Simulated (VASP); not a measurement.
The system is Fe.

```
Fe
1.0
     0.00000    1.75957    1.75957
     1.75957    0.00000    1.75957
     1.75957    1.75957    0.00000
Fe
1
Direct
  0.00000 0.00000 0.00000
```

This isn't the form of Fe at room conditions, which is bcc.

```yaml
Program: VASP 6.6.1
Task: relaxation of cell and atoms
Functional: r2SCAN
Dispersion: D4
Potentials_or_basis: VASP PAW PBE potentials, release 64 (Fe)
Cutoff: 600 eV
k_mesh: 16 × 16 × 16
Occupations: fermi-dirac, width 0.05 eV
Spin: collinear spin, ferromagnetic start
Starting_moments: "[3.0] μB"
```

At the start: pressure 21.3 GPa; volume 10.90 Å³/atom.

Task: Where does the relaxation end?

Result: Over 17 steps the energy falls by 69.0 meV/atom and the volume is 12.00 Å³/atom (+10.1 %); space group Fm-3m (No. 225, to 0.1 Å) before and after; moment 2.79 μB per cell.

The path:
| step | energy change (eV) | largest force (eV/Å) | pressure (GPa) | volume (Å³) |
| --- | --- | --- | --- | --- |
| 1 | 0.0000 | 0.0000 | 21.30 | 10.90 |
| 2 | -0.0006 | 0.0000 | -13.87 | 13.34 |
| 3 | -0.0690 | 0.0000 | -0.22 | 12.01 |
| 4 | -0.0690 | 0.0000 | 0.14 | 11.99 |
| 5 | -0.0690 | 0.0000 | 0.12 | 11.99 |
| 6 | -0.0690 | 0.0000 | 0.12 | 11.99 |
| 7 | -0.0690 | 0.0000 | 0.12 | 11.99 |
| 8 | -0.0690 | 0.0000 | 0.13 | 11.99 |
| 9 | -0.0690 | 0.0000 | 0.13 | 11.99 |
| 10 | -0.0690 | 0.0000 | 0.12 | 11.99 |
| 11 | -0.0690 | 0.0000 | 0.12 | 11.99 |
| 12 | -0.0690 | 0.0000 | 0.12 | 11.99 |
| 13 | -0.0690 | 0.0000 | 0.11 | 11.99 |
| 14 | -0.0690 | 0.0000 | 0.11 | 11.99 |
| 15 | -0.0690 | 0.0000 | 0.09 | 11.99 |
| 16 | -0.0690 | 0.0000 | 0.08 | 11.99 |
| 17 | -0.0690 | 0.0000 | 0.05 | 12.00 |

Final structure:
```
CELL_PARAMETERS angstrom
0.00000 1.81692 1.81692
1.81692 0.00000 1.81692
1.81692 1.81692 0.00000
ATOMIC_POSITIONS crystal
Fe 0.00000 0.00000 0.00000
```

Caveat: the PAW data sets were made with another functional, which shifts forces and pressure a little.
